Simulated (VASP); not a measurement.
Wanted: the native input for a VASP 6.6.1 run.

```yaml
Task: single point
Functional: PBE
Potentials_or_basis: VASP PAW PBE potentials, release 64 (B, F)
Cutoff: 520 eV
k_mesh: 6 × 6 × 4
Occupations: gaussian, width 0.1 eV
Spin: no spin polarisation
Dipole_correction: no
Further_INCAR_settings: ALGO = Normal; EDIFF = 1e-06; NBANDS = 14
```

The structure of B2F lies in POSCAR:

```
B2F
1.0
    2.5690699700      0.0000000000      0.0000000000
   -1.2845349900      2.2248798600      0.0000000000
    0.0000000000      0.0000000000      4.9085107400
B F
2 1
Direct
    0.0000000000      0.0000000000      0.7440564900
    0.0000000000      0.0000000000      0.2559435100
    0.0000000000      0.0000000000      0.0000000000
```

One way to write it, as run:

INCAR

```
  PREC = Accurate
  ENCUT = 520
  EDIFF = 1E-6
  ISMEAR = 0
  SIGMA = 0.1
  LREAL = False
  LASPH = True
  NELM = 60
  ALGO = Normal
  ISIF = 2
  LWAVE = False
  LCHARG = False
  GGA = PE
  NBANDS = 14
```

KPOINTS

```
regular mesh
0
Gamma
  6 6 4
```

Potentials or basis: VASP PAW PBE potentials, release 64 (B, F).

Command:

```sh
$ cat potpaw_PBE.64/B/POTCAR potpaw_PBE.64/F/POTCAR > POTCAR
$ mpirun -np 1 vasp_std > vasp.out
```

Results of the run:

```yaml
Pressure: 26.0 GPa
Largest_force: 11.086 eV/Å
```

Caveat: the k points lie up to 0.47 Å⁻¹ apart; an odd number of electrons without spin polarisation forces a metal; a magnetic or distorted state may lie lower.

Run time: 8 s on 1 thread of Intel(R) Xeon(R) Platinum 8259CL CPU @ 2.50GHz (Skylake/Cascade Lake), on a shared host, peak memory 0.14 GiB.
